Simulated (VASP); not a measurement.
Here is a VASP 6.6.1 calculation.

Contents of INCAR:

```
SYSTEM = InSb
  PREC = Accurate
  ENCUT = 520
  EDIFF = 1E-6
  ISMEAR = 0
  SIGMA = 0.15
  LREAL = .FALSE.
  LASPH = .TRUE.
  NELM = 60
  ALGO = Normal
  ISIF = 2
  LWAVE = .FALSE.
  LCHARG = .FALSE.
  GGA = PE
  NBANDS = 16
```

Contents of KPOINTS:

```
regular mesh
0
G
  16 16 16
  0 0 0
```

File POSCAR:

```
InSb
1.0
   -2.9581623212      2.9581623212      1.8119000000
    2.9581623212     -2.9581623212      1.8119000000
    2.9581623212      2.9581623212     -1.8119000000
In Sb
1 1
Direct
    0.2500000000      0.7500000000      0.5000000000
    0.0000000000      0.0000000000      0.0000000000
```

Potentials or basis: VASP PAW PBE potentials, release 64 (In_d, Sb).

Command:

```console
$ cat potpaw_PBE.64/In_d/POTCAR potpaw_PBE.64/Sb/POTCAR > POTCAR
$ mpirun -np 1 vasp_std > vasp.out
```

(1) Predict the pressure.

(2) Estimate the band gap on the k mesh.

Results:

(1) -3.2 GPa.

(2) zero (bands 9 and 10 overlap by 3.90 eV).

Caveat: the cell stands under tension; spin-orbit coupling is left out, which moves the levels of the heavy elements.
